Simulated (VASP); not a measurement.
# YGaC4N4 (P-43m) in VASP: single point with PBE

Aim: the single point of YGaC4N4 with PBE.

Everything below comes from runs of VASP 6.6.1. Logs are shortened: lines on timing, memory, paths and dates and some standing lists are left out, and cuts for length are marked.

### Step 1. The cell of the first run

The structure is cubic, space group P-43m (No. 215). The conventional cell has a = 6.301 Å, b = 6.301 Å, c = 6.301 Å, α = 90.00°, β = 90.00°, γ = 90.00°. Y (site symmetry -43m) has 4 C at 2.39 Å within 3.2 Å. Ga (site symmetry -43m) has 4 N at 1.88 Å within 2.5 Å. Within 1.6 Å of C (site symmetry 3m) lie 1 N at 1.18 Å. N (site symmetry 3m) has 1 C at 1.18 Å within 1.6 Å.

### Step 2. Single point, PBE, collinear spin, ferromagnetic start

INCAR reads:

```
ALGO = Normal
EDIFF = 1E-6
ENCUT = 520
GGA = PE
ISIF = 2
ISMEAR = 0
ISPIN = 2
LASPH = T
LCHARG = F
LMAXMIX = 4
LORBIT = 11
LREAL = F
LWAVE = F
MAGMOM = 0 0 1 1 1 1 1 1 1 1
NBANDS = 45
NELM = 150
PREC = Accurate
SIGMA = 0.1
```

KPOINTS reads:

```
k-points
0
Gamma
  4 4 4
```

POSCAR reads:

```
YGaC4N4
1.0
    6.3009699728      0.0000000000      0.0000000000
    0.0000000000      6.3009699728      0.0000000000
    0.0000000000      0.0000000000      6.3009699728
Y Ga C N
1 1 4 4
Direct
    0.0000000000      0.0000000000      0.0000000000
    0.5000000000      0.5000000000      0.5000000000
    0.2194471810      0.2194471810      0.2194471810
    0.2194471810      0.7805528190      0.7805528190
    0.7805528190      0.2194471810      0.7805528190
    0.7805528190      0.7805528190      0.2194471810
    0.3279839538      0.3279839538      0.3279839538
    0.3279839538      0.6720160462      0.6720160462
    0.6720160462      0.3279839538      0.6720160462
    0.6720160462      0.6720160462      0.3279839538
```

Potentials or basis: VASP PAW PBE potentials, release 64 (Y_sv, Ga_d, C, N).

The run is started by

```bash
$ cat potpaw_PBE.64/Y_sv/POTCAR potpaw_PBE.64/Ga_d/POTCAR potpaw_PBE.64/C/POTCAR potpaw_PBE.64/N/POTCAR > POTCAR
$ mpirun -np 1 vasp_std > vasp.out
```

OUTCAR:

```text
EDIFF = 1E-6
   ENCUT = 520
   GGA = PE
   ISIF = 2
   ISMEAR = 0
   ISPIN = 2
   LASPH = T
   LORBIT = 11
   LREAL = F
   NELM = 150
   PREC = Accurate

 ion  position               nearest neighbor table
   1  0.000  0.000  0.000-   3 2.39   4 2.39   5 2.39   6 2.39
   2  0.500  0.500  0.500-   7 1.88   8 1.88   9 1.88  10 1.88
   3  0.219  0.219  0.219-   7 1.18   1 2.39
   4  0.219  0.781  0.781-   8 1.18   1 2.39
   5  0.781  0.219  0.781-   9 1.18   1 2.39
   6  0.781  0.781  0.219-  10 1.18   1 2.39
   7  0.328  0.328  0.328-   3 1.18   2 1.88
   8  0.328  0.672  0.672-   4 1.18   2 1.88
   9  0.672  0.328  0.672-   5 1.18   2 1.88
  10  0.672  0.672  0.328-   6 1.18   2 1.88

  LATTYP: Found a simple cubic cell.
 ALAT       =     6.3009699728

  Lattice vectors:

 A1 = (   6.3009699728,   0.0000000000,   0.0000000000)
 A2 = (   0.0000000000,   6.3009699728,   0.0000000000)
 A3 = (   0.0000000000,   0.0000000000,   6.3009699728)

Analysis of symmetry for initial positions (statically):
=====================================================================
 Subroutine PRICEL returns:
 Original cell was already a primitive cell.

 Routine SETGRP: Setting up the symmetry group for a
 simple cubic supercell.

 Subroutine GETGRP returns: Found 24 space group operations
 (whereof 24 operations were pure point group operations)
 out of a pool of 48 trial point group operations.

The static configuration has the point symmetry T_d .

Analysis of symmetry for dynamics (positions and initial velocities):
=====================================================================
 Subroutine PRICEL returns:
 Original cell was already a primitive cell.

 Routine SETGRP: Setting up the symmetry group for a
 simple cubic supercell.

 Subroutine GETGRP returns: Found 24 space group operations
 (whereof 24 operations were pure point group operations)
 out of a pool of 48 trial point group operations.

The dynamic configuration has the point symmetry T_d .

Analysis of structural, dynamic, and magnetic symmetry:
=====================================================================
 Subroutine PRICEL returns:
 Original cell was already a primitive cell.

 Routine SETGRP: Setting up the symmetry group for a
 simple cubic supercell.

 Subroutine GETGRP returns: Found 24 space group operations
 (whereof 24 operations were pure point group operations)
 out of a pool of 48 trial point group operations.

The overall configuration has the point symmetry T_d .

 Subroutine INISYM returns: Found 24 space group operations
 (whereof 24 operations are pure point group operations),
 and found     1 'primitive' translations

----------------------------------------------------------------------------------------

                                     Primitive cell

  volume of cell :     250.1625

  direct lattice vectors                    reciprocal lattice vectors
     6.300969973  0.000000000  0.000000000     0.158705724  0.000000000  0.000000000
     0.000000000  6.300969973  0.000000000     0.000000000  0.158705724  0.000000000
     0.000000000  0.000000000  6.300969973     0.000000000  0.000000000  0.158705724

  length of vectors
     6.300969973  6.300969973  6.300969973     0.158705724  0.158705724  0.158705724

  position of ions in fractional coordinates (direct lattice)
     0.000000000  0.000000000  0.000000000
     0.500000000  0.500000000  0.500000000
     0.219447181  0.219447181  0.219447181
     0.219447181  0.780552819  0.780552819
     0.780552819  0.219447181  0.780552819
     0.780552819  0.780552819  0.219447181
     0.327983954  0.327983954  0.327983954
     0.327983954  0.672016046  0.672016046
     0.672016046  0.327983954  0.672016046
     0.672016046  0.672016046  0.327983954

[... 51 lines left out ...]
   k-points           NKPTS =     10   k-points in BZ     NKDIM =     10   number of bands    NBANDS=     45
   number of dos      NEDOS =    301   number of ions     NIONS =     10
   total plane-waves  NPLWV = 110592
   dimension x,y,z NGX =    48 NGY =   48 NGZ =   48
   dimension x,y,z NGXF=    96 NGYF=   96 NGZF=   96
   ions per type =               1   1   4   4
   NGX,Y,Z   is equivalent  to a cutoff of  12.66, 12.66, 12.66 a.u.
   NGXF,Y,Z  is equivalent  to a cutoff of  25.33, 25.33, 25.33 a.u.
 SYSTEM =  unknown system
   PREC   = accura    normal or accurate (medium, high low for compatibility)
   ISTART =      0    job   : 0-new  1-cont  2-samecut
   ICHARG =      2    charge: 1-file 2-atom 10-const
   ISPIN  =      2    spin polarized calculation?
   LNONCOLLINEAR =      F non collinear calculations
   LSORBIT =      F    spin-orbit coupling
   LASPH  =      T    aspherical Exc in radial PAW
   ENCUT  =  520.0 eV  38.22 Ry    6.18 a.u.  11.72 11.72 11.72*2*pi/ulx,y,z
   NELM   =    150;   NELMIN=  2; NELMDL= -5     # of ELM steps
   EDIFF  = 0.1E-05   stopping-criterion for ELM
   LREAL  =      F    real-space projection
[... 7 lines left out ...]
   TEBEG  =    0.0;   TEEND  =   0.0 temperature during run
   PSTRESS=    0.0 pullay stress
   NELECT =      60.0000    total number of electrons
   NUPDOWN=      -1.0000    fix difference up-down
   EMIN   =  10.00;   EMAX   =-10.00  energy-range for DOS
   EFERMI =   0.00;   METHOD = LEGACY
   ISMEAR =     0;   SIGMA  =   0.10  broadening in eV -4-tet -1-fermi 0-gaus
   EFERMI_NEDOS =   21; number of points for ismear=-14 and -15
   IALGO  =     38    algorithm
   IMIX   =      4    mixing-type and parameters
     AMIX     =   0.40;   BMIX     =  1.00
     AMIX_MAG =   1.60;   BMIX_MAG =  1.00
  volume/ion in A,a.u.               =      25.02       168.82
  Fermi-wavevector in a.u.,A,eV,Ry     =   1.017149  1.922133 14.076475  1.034592
  Thomas-Fermi vector in A             =   2.150533
   LORBIT       =     11    0 simple, 1 ext, 2 COOP (PROOUT), +10 PAW based schemes
   GGA     = PE    functional components
   LHFCALC =     F    Hartree Fock is set to
   AEXX    =    0.0000 exact exchange contribution
   IVDW    =     0    specifies the selected vdW correction
   LEPSILON=     F    determine dielectric tensor
   LRPA    =     F    only Hartree local field effects (RPA)
 spin polarized calculation
 Gauss-broadening in eV      SIGMA  =   0.10
  energy-cutoff  :      520.00
  volume of cell :      250.16
 maximum number of plane-waves:      6816
 NGX is ok and might be reduce to    48
   NGX = 23   NGY = 23   NGZ = 23

 number of electron      60.0000007 magnetization       1.9492538

 Free energy of the ion-electron system (eV)
  ---------------------------------------------------
  ext. energy  EPLUGINS =         0.00000000
  ---------------------------------------------------
  free energy    TOTEN  =       -76.31558368 eV

  energy without entropy =      -76.30355153  energy(sigma->0) =      -76.30956760

 E-fermi :   1.1214     XC(G=0):  -6.6258

 val. band max:        1.0921909668   @ k =   0.0000   0.0000   0.0000
 cond. band min:       1.1533689770   @ k =   0.5000   0.5000   0.0000
 fundamental gap:      0.0611780103
 Fermi energy:         1.1214009638

 spin component 1

 k-point     1 :       0.0000    0.0000    0.0000
  band No.  band energies     occupation
      1     -42.0864      1.00000
      2     -22.2317      1.00000
      3     -22.2317      1.00000
      4     -22.2317      1.00000
      5     -19.1813      1.00000
      6     -19.0241      1.00000
[... 439 lines left out ...]
     41       4.4825      0.00000
     42       5.1529      0.00000
 Fermi energy:         1.1214009638

 spin component 2

 k-point     1 :       0.0000    0.0000    0.0000
  band No.  band energies     occupation
      1     -41.8071      1.00000
      2     -21.8690      1.00000
      3     -21.8690      1.00000
      4     -21.8690      1.00000
      5     -19.0839      1.00000
      6     -18.9322      1.00000
[... 439 lines left out ...]
     41       4.6533      0.00000
     42       5.7417      0.00000
 [bands above 42 left out]

------------------------ aborting loop because EDIFF is reached ----------------------------------------

  FORCE on cell =-STRESS in cart. coord.  units (eV):
  Direction    XX          YY          ZZ          XY          YZ          ZX
  --------------------------------------------------------------------------------------
  -------------------------------------------------------------------------------------
  Total        0.7199629      0.7199629      0.7199629      0.0000000      0.0000000      0.0000000
  in kB        4.6110358      4.6110358      4.6110358      0.0000000      0.0000000      0.0000000
  external PRESSURE =       4.6110358 kB  Pullay stress =       0.0000000 kB

 VOLUME and BASIS-vectors are now :
 -----------------------------------------------------------------------------
  energy-cutoff  :      520.00
  volume of cell :      250.16
      direct lattice vectors                 reciprocal lattice vectors
     6.300969973  0.000000000  0.000000000     0.158705724  0.000000000  0.000000000
     0.000000000  6.300969973  0.000000000     0.000000000  0.158705724  0.000000000
     0.000000000  0.000000000  6.300969973     0.000000000  0.000000000  0.158705724

 POSITION                                       TOTAL-FORCE (eV/Angst)
 -----------------------------------------------------------------------------------
      0.00000      0.00000      0.00000         0.000000     -0.000000     -0.000000
      3.15048      3.15048      3.15048        -0.000000     -0.000000     -0.000000
      1.38273      1.38273      1.38273        -0.128968     -0.128968     -0.128968
      1.38273      4.91824      4.91824        -0.128968      0.128968      0.128968
      4.91824      1.38273      4.91824         0.128968     -0.128968      0.128968
      4.91824      4.91824      1.38273         0.128968      0.128968     -0.128968
      2.06662      2.06662      2.06662         0.126495      0.126495      0.126495
      2.06662      4.23435      4.23435         0.126495     -0.126495     -0.126495
      4.23435      2.06662      4.23435        -0.126495      0.126495     -0.126495
      4.23435      4.23435      2.06662        -0.126495     -0.126495      0.126495
 -----------------------------------------------------------------------------------
    total drift:                               -0.000000     -0.000000     -0.000000

  FREE ENERGIE OF THE ION-ELECTRON SYSTEM (eV)
  ---------------------------------------------------
  free  energy   TOTEN  =       -76.3155836759 eV

  energy  without entropy=      -76.3035515303  energy(sigma->0) =      -76.30956760

 total charge

# of ion       s       p       d       f       tot
--------------------------------------------------
    1        2.172   6.298   1.139   0.047   9.657
    2        0.701   0.907  10.227   0.000  11.835
    3        0.966   1.562   0.000   0.000   2.529
    4        0.966   1.562   0.000   0.000   2.529
    5        0.966   1.562   0.000   0.000   2.529
    6        0.966   1.562   0.000   0.000   2.529
    7        1.280   2.650   0.000   0.000   3.930
    8        1.280   2.650   0.000   0.000   3.930
    9        1.280   2.650   0.000   0.000   3.930
   10        1.280   2.650   0.000   0.000   3.930
--------------------------------------------------
tot         11.859  24.055  11.366   0.047  47.328

 magnetization (x)

# of ion       s       p       d       f       tot
--------------------------------------------------
    1        0.005   0.022   0.559   0.000   0.586
    2       -0.002   0.013   0.019   0.000   0.030
    3       -0.002   0.044   0.000   0.000   0.043
    4       -0.002   0.044   0.000   0.000   0.043
    5       -0.002   0.044   0.000   0.000   0.043
    6       -0.002   0.044   0.000   0.000   0.043
    7        0.003   0.064   0.000   0.000   0.067
    8        0.003   0.064   0.000   0.000   0.067
    9        0.003   0.064   0.000   0.000   0.067
   10        0.003   0.064   0.000   0.000   0.067
--------------------------------------------------
tot          0.008   0.468   0.578   0.000   1.054
```

Run time: 3.5 min. Hardware: 1 thread of AMD EPYC 7R13 (Zen 3), shared host; peak memory 0.5 GiB.

Results:

```
Free energy                                           : -76.3156 eV
Pressure                                              : 0.5 GPa
Largest force                                         : 0.223 eV/Å
Net moment                                            : 1.95 μB per cell
Site moments                                          : Y +0.59; Ga +0.03; C +0.04; N +0.07 μB
Valence electrons inside the program's atomic spheres : Y 9.66; Ga 11.84; C 2.53; N 3.93
```

Forces on the atoms (eV/Å):
```
Y    0.000  0.000  0.000
Ga   0.000  0.000  0.000
C   -0.129 -0.129 -0.129
C   -0.129  0.129  0.129
C    0.129 -0.129  0.129
C    0.129  0.129 -0.129
N    0.126  0.126  0.126
N    0.126 -0.126 -0.126
N   -0.126  0.126 -0.126
N   -0.126 -0.126  0.126
```

Levels at points of the mesh, in eV from the Fermi level:
Spin up:
| k point | band 29 | band 30 | band 31 | band 32 | band 33 | band 34 |
| --- | --- | --- | --- | --- | --- | --- |
| (0.00, 0.00, 0.00) | -5.67 | -0.35 | -0.35 | -0.03 | -0.03 | -0.03 |
| (0.50, 0.00, 0.00) | -5.75 | -0.38 | -0.12 | 0.16 | 0.45 | 0.45 |
| (0.50, 0.50, 0.00) | -5.78 | -0.48 | 0.12 | 0.49 | 0.49 | 0.52 |
| (0.50, 0.50, 0.50) | -5.80 | -0.15 | -0.15 | 0.16 | 0.16 | 0.16 |
Spin down:
```
           k point  band 27  band 28  band 29  band 30  band 31  band 32
(0.00, 0.00, 0.00)    -5.48    -5.48    -5.48     0.21     0.21     0.25
(0.50, 0.00, 0.00)    -5.87    -5.57    -5.57     0.15     0.45     0.47
(0.50, 0.50, 0.00)    -5.84    -5.59    -5.59     0.03     0.73     0.81
(0.50, 0.50, 0.50)    -5.61    -5.61    -5.61     0.42     0.42     0.47
```

Caveat: a moment this small can come from the mesh or the smearing.
